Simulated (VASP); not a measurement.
# EuSb (P-6m2) in VASP: notebook

EuSb is run at these levels: r2SCAN; tasks: single point.

Everything below comes from runs of VASP 6.6.1. Logs are shortened: lines on timing, memory, paths and dates and some standing lists are left out, and cuts for length are marked.

### Step 1. The cell of the first run

The structure is hexagonal, space group P-6m2 (No. 187). The conventional cell has a = 4.233 Å, b = 4.233 Å, c = 4.402 Å, α = 90.00°, β = 90.00°, γ = 120.00°. Eu (site symmetry -6m2) has 6 Sb at 3.29 Å and 8 Eu at 4.23 to 4.40 Å within 4.5 Å. Sb (site symmetry -6m2) has 6 Eu at 3.29 Å and 8 Sb at 4.23 to 4.40 Å within 4.5 Å.

### Step 2. Single point, r2SCAN, collinear spin, ferromagnetic start (34.15 Å³/atom)

Input file POSCAR:

```
EuSb
1.0
    4.2327103421      0.0000000000      0.0000000000
   -2.1163551710      3.6656346831      0.0000000000
    0.0000000000      0.0000000000      4.4023873614
Eu Sb
1 1
Direct
    0.0000000000      0.0000000000      0.0000000000
    0.6666666667      0.3333333333      0.5000000000
```

Input file INCAR.step1:

```
  PREC = Accurate
  ENCUT = 520
  ISMEAR = 0
  SIGMA = 0.05
  LREAL = False
  LASPH = True
  NELM = 150
  ISPIN = 2
  MAGMOM = 7.42 0
  LMAXMIX = 6
  NBANDS = 22
  GGA = PE
  ALGO = Normal
  EDIFF = 1E-4
  LWAVE = True
  LCHARG = False
```

Input file INCAR.step2:

```
  PREC = Accurate
  ENCUT = 520
  EDIFF = 1E-6
  ISMEAR = 0
  SIGMA = 0.05
  LREAL = False
  LASPH = True
  NELM = 150
  ALGO = Normal
  ISIF = 2
  LWAVE = False
  LCHARG = True
  ISPIN = 2
  MAGMOM = 7.42 0
  LORBIT = 11
  LMAXMIX = 6
  METAGGA = R2SCAN
  LMIXTAU = True
  LELF = True
  LVHAR = True
  NBANDS = 22
  ISTART = 1
```

Input file KPOINTS:

```
regular mesh
0
Gamma
  10 10 8
```

Potentials or basis: VASP PAW PBE potentials, release 64 (Eu, Sb).

On the command line:

```sh
$ cat potpaw_PBE.64/Eu/POTCAR potpaw_PBE.64/Sb/POTCAR > POTCAR
$ cp INCAR.step1 INCAR
$ mpirun -np 1 vasp_std > vasp.out
$ cp INCAR.step2 INCAR
$ mpirun -np 1 vasp_std > vasp.out
```

OUTCAR:

```text
PREC = Accurate
   ENCUT = 520
   EDIFF = 1E-6
   ISMEAR = 0
   LREAL = False
   LASPH = True
   NELM = 150
   ISIF = 2
   ISPIN = 2
   LORBIT = 11
   METAGGA = R2SCAN
   ISTART = 1

 ion  position               nearest neighbor table
   1  0.000  0.000  0.000-   2 3.29   2 3.29   2 3.29   2 3.29   2 3.29   2 3.29
   2  0.667  0.333  0.500-   1 3.29   1 3.29   1 3.29   1 3.29   1 3.29   1 3.29

  LATTYP: Found a hexagonal cell.
 ALAT       =     4.2327103421
 C/A-ratio  =     1.0400870850

  Lattice vectors:

 A1 = (   4.2327103421,   0.0000000000,   0.0000000000)
 A2 = (  -2.1163551710,   3.6656346831,   0.0000000000)
 A3 = (   0.0000000000,   0.0000000000,   4.4023873614)

Analysis of symmetry for initial positions (statically):
=====================================================================
 Subroutine PRICEL returns:
 Original cell was already a primitive cell.

 Routine SETGRP: Setting up the symmetry group for a
 hexagonal supercell.

 Subroutine GETGRP returns: Found 12 space group operations
 (whereof 12 operations were pure point group operations)
 out of a pool of 24 trial point group operations.

The static configuration has the point symmetry D_3h.

Analysis of symmetry for dynamics (positions and initial velocities):
=====================================================================
 Subroutine PRICEL returns:
 Original cell was already a primitive cell.

 Routine SETGRP: Setting up the symmetry group for a
 hexagonal supercell.

 Subroutine GETGRP returns: Found 12 space group operations
 (whereof 12 operations were pure point group operations)
 out of a pool of 24 trial point group operations.

The dynamic configuration has the point symmetry D_3h.

Analysis of structural, dynamic, and magnetic symmetry:
=====================================================================
 Subroutine PRICEL returns:
 Original cell was already a primitive cell.

 Routine SETGRP: Setting up the symmetry group for a
 hexagonal supercell.

 Subroutine GETGRP returns: Found 12 space group operations
 (whereof 12 operations were pure point group operations)
 out of a pool of 24 trial point group operations.

The overall configuration has the point symmetry D_3h.

 Subroutine INISYM returns: Found 12 space group operations
 (whereof 12 operations are pure point group operations),
 and found     1 'primitive' translations

----------------------------------------------------------------------------------------

                                     Primitive cell

  volume of cell :      68.3055

  direct lattice vectors                    reciprocal lattice vectors
     4.232710342  0.000000000  0.000000000     0.236255241  0.136402027  0.000000000
    -2.116355171  3.665634683  0.000000000     0.000000000  0.272804053  0.000000000
     0.000000000  0.000000000  4.402387361     0.000000000  0.000000000  0.227149480

  length of vectors
     4.232710342  4.232710342  4.402387361     0.272804053  0.272804053  0.227149480

  position of ions in fractional coordinates (direct lattice)
     0.000000000  0.000000000  0.000000000
     0.666666667  0.333333333  0.500000000

  ion indices of the primitive-cell ions
   primitive index   ion index
                 1           1
                 2           2

----------------------------------------------------------------------------------------

 KPOINTS: regular mesh

Automatic generation of k-mesh.
 Grid dimensions read from file:
 generate k-points for:   10   10    8

 Generating k-lattice:

  Cartesian coordinates                     Fractional coordinates (reciprocal lattice)
     0.023625524  0.013640203  0.000000000     0.100000000  0.000000000  0.000000000
     0.000000000  0.027280405  0.000000000     0.000000000  0.100000000  0.000000000
     0.000000000  0.000000000  0.028393685     0.000000000  0.000000000  0.125000000

  Length of vectors
     0.027280405  0.027280405  0.028393685

  Shift w.r.t. Gamma in fractional coordinates (k-lattice)
     0.000000000  0.000000000  0.000000000

 Subroutine IBZKPT returns following result:
 ===========================================

 Found     70 irreducible k-points:

 Following reciprocal coordinates:
            Coordinates               Weight
  0.000000  0.000000  0.000000      1.000000
  0.100000  0.000000  0.000000      6.000000
  0.200000  0.000000  0.000000      6.000000
  0.300000  0.000000  0.000000      6.000000
  0.400000 -0.000000  0.000000      6.000000
  0.500000  0.000000  0.000000      3.000000
[... 16 lines left out ...]
  0.300000  0.100000  0.125000     24.000000
  0.400000  0.100000  0.125000     24.000000
 [... further k-points ...]
   k-points           NKPTS =     70   k-points in BZ     NKDIM =     70   number of bands    NBANDS=     22
   number of dos      NEDOS =    301   number of ions     NIONS =      2
   total plane-waves  NPLWV =  36864
   dimension x,y,z NGX =    32 NGY =   32 NGZ =   36
   dimension x,y,z NGXF=    64 NGYF=   64 NGZF=   72
   ions per type =               1   1
   NGX,Y,Z   is equivalent  to a cutoff of  12.57, 12.57, 13.59 a.u.
   NGXF,Y,Z  is equivalent  to a cutoff of  25.14, 25.14, 27.19 a.u.
 SYSTEM =  unknown system
   PREC   = accura    normal or accurate (medium, high low for compatibility)
   ISTART =      1    job   : 0-new  1-cont  2-samecut
   ICHARG =      0    charge: 1-file 2-atom 10-const
   ISPIN  =      2    spin polarized calculation?
   LNONCOLLINEAR =      F non collinear calculations
   LSORBIT =      F    spin-orbit coupling
   LASPH  =      T    aspherical Exc in radial PAW
   ENCUT  =  520.0 eV  38.22 Ry    6.18 a.u.   7.87  7.87  8.19*2*pi/ulx,y,z
   NELM   =    150;   NELMIN=  2; NELMDL=  0     # of ELM steps
   EDIFF  = 0.1E-05   stopping-criterion for ELM
   LREAL  =      F    real-space projection
   EDIFFG = 0.1E-04   stopping-criterion for IOM
   NSW    =      0    number of steps for IOM
   IBRION =     -1    ionic relax: 0-MD 1-quasi-New 2-CG
   NFREE  =      0    steps in history (QN), initial steepest desc. (CG)
   ISIF   =      2    stress and relaxation
   ISYM   =      2    0-nonsym 1-usesym 2-fastsym
   POTIM  = 0.5000    time-step for ionic-motion
   TEBEG  =    0.0;   TEEND  =   0.0 temperature during run
   PSTRESS=    0.0 pullay stress
   NELECT =      22.0000    total number of electrons
   NUPDOWN=      -1.0000    fix difference up-down
   EMIN   =  10.00;   EMAX   =-10.00  energy-range for DOS
   EFERMI =   0.00;   METHOD = LEGACY
   ISMEAR =     0;   SIGMA  =   0.05  broadening in eV -4-tet -1-fermi 0-gaus
   EFERMI_NEDOS =   21; number of points for ismear=-14 and -15
   IALGO  =     38    algorithm
   IMIX   =      4    mixing-type and parameters
     AMIX     =   0.40;   BMIX     =  1.00
     AMIX_MAG =   1.60;   BMIX_MAG =  1.00
  volume/ion in A,a.u.               =      34.15       230.47
  Fermi-wavevector in a.u.,A,eV,Ry     =   1.122183  2.120619 17.133748  1.259295
  Thomas-Fermi vector in A             =   2.258842
   LORBIT       =     11    0 simple, 1 ext, 2 COOP (PROOUT), +10 PAW based schemes
   METAGGA = R2SCAN    functional components
   LHFCALC =     F    Hartree Fock is set to
   AEXX    =    0.0000 exact exchange contribution
   IVDW    =     0    specifies the selected vdW correction
   LEPSILON=     F    determine dielectric tensor
   LRPA    =     F    only Hartree local field effects (RPA)
 spin polarized calculation
 Gauss-broadening in eV      SIGMA  =   0.05
  energy-cutoff  :      520.00
  volume of cell :       68.31
 maximum number of plane-waves:      1866
 NGX is ok and might be reduce to    32
   NGX = 15   NGY = 15   NGZ = 17

 number of electron      22.0000003 magnetization       6.7025230

 Free energy of the ion-electron system (eV)
  ---------------------------------------------------
  ext. energy  EPLUGINS =         0.00000000
  ---------------------------------------------------
  free energy    TOTEN  =       -67.19554683 eV

  energy without entropy =      -67.19293684  energy(sigma->0) =      -67.19424184

 E-fermi :   3.7368     XC(G=0):  -9.7343

 val. band max:        3.7116077955   @ k =   0.2000   0.2000   0.0000
 cond. band min:       3.7410541562   @ k =   0.3000   0.1000   0.2500
 fundamental gap:      0.0294463607
 Fermi energy:         3.7368245663

 spin component 1

 k-point     1 :       0.0000    0.0000    0.0000
  band No.  band energies     occupation
      1     -38.9513      1.00000
      2     -17.0299      1.00000
      3     -17.0299      1.00000
      4     -16.9865      1.00000
      5      -5.8047      1.00000
      6       2.9862      1.00000
[... 14 lines left out ...]
     21       8.5302      0.00000
     22      11.3028      0.00000
[... 552 lines left out ...]
  band No.  band energies     occupation
      1     -38.9438      1.00000
      2     -17.1875      1.00000
      3     -17.0761      1.00000
      4     -16.9695      1.00000
      5      -4.5854      1.00000
      6       0.6711      1.00000
[... 14 lines left out ...]
     21      10.1445      0.00000
     22      11.3131      0.00000

 [... further k-points ...]

 spin component 2

 k-point     1 :       0.0000    0.0000    0.0000
  band No.  band energies     occupation
      1     -35.3442      1.00000
      2     -14.4992      1.00000
      3     -14.4992      1.00000
      4     -14.4940      1.00000
      5      -5.8408      1.00000
      6       3.6993      0.85595
[... 14 lines left out ...]
     21      10.1113      0.00000
     22      12.1031      0.00000
[... 552 lines left out ...]
  band No.  band energies     occupation
      1     -35.3326      1.00000
      2     -14.7332      1.00000
      3     -14.5650      1.00000
      4     -14.4669      1.00000
      5      -4.6209      1.00000
      6       0.8318      1.00000
[... 14 lines left out ...]
     21      11.2630      0.00000
     22      12.0710      0.00000

 [... further k-points ...]

------------------------ aborting loop because EDIFF is reached ----------------------------------------

  FORCE on cell =-STRESS in cart. coord.  units (eV):
  Direction    XX          YY          ZZ          XY          YZ          ZX
  --------------------------------------------------------------------------------------
  -------------------------------------------------------------------------------------
  Total       -0.0561219     -0.0561219     -0.1252818     -0.0000000      0.0000000     -0.0000000
  in kB       -1.3163962     -1.3163962     -2.9386137     -0.0000000      0.0000000     -0.0000000
  external PRESSURE =      -1.8571354 kB  Pullay stress =       0.0000000 kB

 VOLUME and BASIS-vectors are now :
 -----------------------------------------------------------------------------
  energy-cutoff  :      520.00
  volume of cell :       68.31
      direct lattice vectors                 reciprocal lattice vectors
     4.232710342  0.000000000  0.000000000     0.236255241  0.136402027  0.000000000
    -2.116355171  3.665634683  0.000000000     0.000000000  0.272804053  0.000000000
     0.000000000  0.000000000  4.402387361     0.000000000  0.000000000  0.227149480

 POSITION                                       TOTAL-FORCE (eV/Angst)
 -----------------------------------------------------------------------------------
      0.00000      0.00000      0.00000        -0.000000      0.000000      0.000000
      2.11636      1.22188      2.20119         0.000000     -0.000000      0.000000
 -----------------------------------------------------------------------------------
    total drift:                                0.000001     -0.000000     -0.000000

  FREE ENERGIE OF THE ION-ELECTRON SYSTEM (eV)
  ---------------------------------------------------
  free  energy   TOTEN  =       -67.1955468325 eV

  energy  without entropy=      -67.1929368433  energy(sigma->0) =      -67.19424184

 total charge

# of ion       s       p       d       f       tot
--------------------------------------------------
    1        2.048   5.783   0.316   6.600  14.747
    2        1.123   1.357   0.010   0.000   2.489
--------------------------------------------------
tot          3.171   7.140   0.325   6.600  17.236

 magnetization (x)

# of ion       s       p       d       f       tot
--------------------------------------------------
    1       -0.021  -0.190   0.061   6.579   6.429
    2       -0.011  -0.072   0.002   0.000  -0.081
--------------------------------------------------
tot         -0.032  -0.262   0.062   6.579   6.348
```

Wall time 18 min (1 thread of Intel Xeon 8259CL, shared host); peak memory 0.37 GiB.

What came out:

| Property | Result |
| --- | --- |
| Free energy | -67.1955 eV |
| Pressure | -0.2 GPa |
| Net moment | 6.70 μB per cell |
| Site moments | Eu +6.43; Sb -0.08 μB |
| Valence electrons inside the program's atomic spheres | Eu 14.75; Sb 2.49 |

Levels at points of the mesh, in eV from the Fermi level:
Spin up:
```
           k point  band 11  band 12  band 13  band 14  band 15  band 16  band 17  band 18
(0.00, 0.00, 0.00)    -0.36    -0.24     0.25     0.25     0.32     0.37     3.89     4.04
(0.50, 0.00, 0.00)    -0.33    -0.32    -0.32    -0.16     0.66     0.81     3.51     4.76
(0.00, 0.00, 0.50)    -0.27    -0.27    -0.24     0.88     0.88     2.39     2.39     3.92
(0.50, 0.00, 0.50)    -0.32    -0.30    -0.30    -0.27    -0.26     1.25     4.50     4.74
```
Spin down:
```tsv
k point	band 4	band 5	band 6	band 7	band 8	band 9	band 10	band 11	band 12	band 13
(0.00, 0.00, 0.00)	-18.23	-9.58	-0.04	0.32	0.32	0.95	3.94	5.01	5.01	5.14
(0.50, 0.00, 0.00)	-18.19	-8.36	-3.13	-0.71	0.25	1.42	4.50	4.76	4.96	5.75
(0.00, 0.00, 0.50)	-18.22	-8.61	-3.59	0.73	0.73	3.27	3.27	4.59	4.59	4.60
(0.50, 0.00, 0.50)	-18.27	-8.31	-2.19	-2.12	-0.59	1.85	4.53	5.63	5.83	5.87
```

Caveat: the PAW data sets were made with another functional, which shifts forces and pressure a little; spin-orbit coupling is left out, which moves the levels of the heavy elements; a cell with one magnetic atom can't hold antiferromagnetic order, which such compounds often take; semilocal functionals describe open f shells poorly, which spoils levels, moments and volumes. The state reached can hang on the start; a lower one may exist.

### Step 3. Single point, r2SCAN, collinear spin, ferromagnetic start

POSCAR is that of step 2.

Input file INCAR.step1:

```
ALGO = Normal
EDIFF = 1E-4
ENCUT = 520
GGA = PE
ISMEAR = 0
ISPIN = 2
LASPH = True
LCHARG = False
LMAXMIX = 6
LREAL = False
LWAVE = True
MAGMOM = 0.5 0
NBANDS = 22
NELM = 150
PREC = Accurate
SIGMA = 0.05
```

Input file INCAR.step2:

```
ALGO = Normal
EDIFF = 1E-6
ENCUT = 520
ISIF = 2
ISMEAR = 0
ISPIN = 2
ISTART = 1
LASPH = True
LCHARG = False
LMAXMIX = 6
LMIXTAU = True
LORBIT = 11
LREAL = False
LWAVE = False
MAGMOM = 0.5 0
METAGGA = R2SCAN
NBANDS = 22
NELM = 150
PREC = Accurate
SIGMA = 0.05
```

Input file KPOINTS:

```
k-points
0
Gamma
  10 10 8
```

Potentials or basis: VASP PAW PBE potentials, release 64 (Eu, Sb).

On the command line:

```sh
$ cat potpaw_PBE.64/Eu/POTCAR potpaw_PBE.64/Sb/POTCAR > POTCAR
$ cp INCAR.step1 INCAR
$ mpirun -np 1 vasp_std > vasp.out
$ cp INCAR.step2 INCAR
$ mpirun -np 1 vasp_std > vasp.out
```

Wall time 23 min (1 thread of Intel Xeon 8259CL, shared host); peak memory 0.37 GiB.

It converged, with:

* Free energy: -67.1955 eV
* Pressure: -0.2 GPa
* Net moment: 6.70 μB per cell
* Site moments: Eu +6.43; Sb -0.08 μB
* Valence electrons inside the program's atomic spheres: Eu 14.75; Sb 2.49

Stress tensor (GPa, compression positive):
```
-0.14  0.00  0.00
 0.00 -0.14  0.00
 0.00  0.00 -0.30
```

Levels at points of the mesh, in eV from the Fermi level:
Spin up:
```csv
k point,band 10,band 11,band 12,band 13,band 14,band 15,band 16,band 17,band 18,band 19
"(0.00, 0.00, 0.00)",-0.36,-0.36,-0.24,0.25,0.25,0.32,0.37,3.89,4.04,4.04
"(0.50, 0.00, 0.00)",-0.35,-0.33,-0.32,-0.32,-0.16,0.66,0.81,3.51,4.76,4.94
"(0.00, 0.00, 0.50)",-0.43,-0.27,-0.27,-0.24,0.88,0.88,2.39,2.39,3.92,4.35
"(0.50, 0.00, 0.50)",-0.36,-0.32,-0.30,-0.30,-0.27,-0.26,1.25,4.50,4.74,4.94
```
Spin down:
```csv
k point,band 4,band 5,band 6,band 7,band 8,band 9,band 10,band 11,band 12,band 13
"(0.00, 0.00, 0.00)",-18.23,-9.58,-0.04,0.32,0.32,0.95,3.94,5.01,5.01,5.14
"(0.50, 0.00, 0.00)",-18.19,-8.36,-3.13,-0.71,0.25,1.42,4.50,4.76,4.96,5.75
"(0.00, 0.00, 0.50)",-18.22,-8.61,-3.59,0.73,0.73,3.27,3.27,4.59,4.59,4.60
"(0.50, 0.00, 0.50)",-18.27,-8.31,-2.19,-2.12,-0.59,1.85,4.53,5.63,5.83,5.87
```

Caveat: the PAW data sets were made with another functional, which shifts forces and pressure a little; spin-orbit coupling is left out, which moves the levels of the heavy elements; a cell with one magnetic atom can't hold antiferromagnetic order, which such compounds often take; semilocal functionals describe open f shells poorly, which spoils levels, moments and volumes.
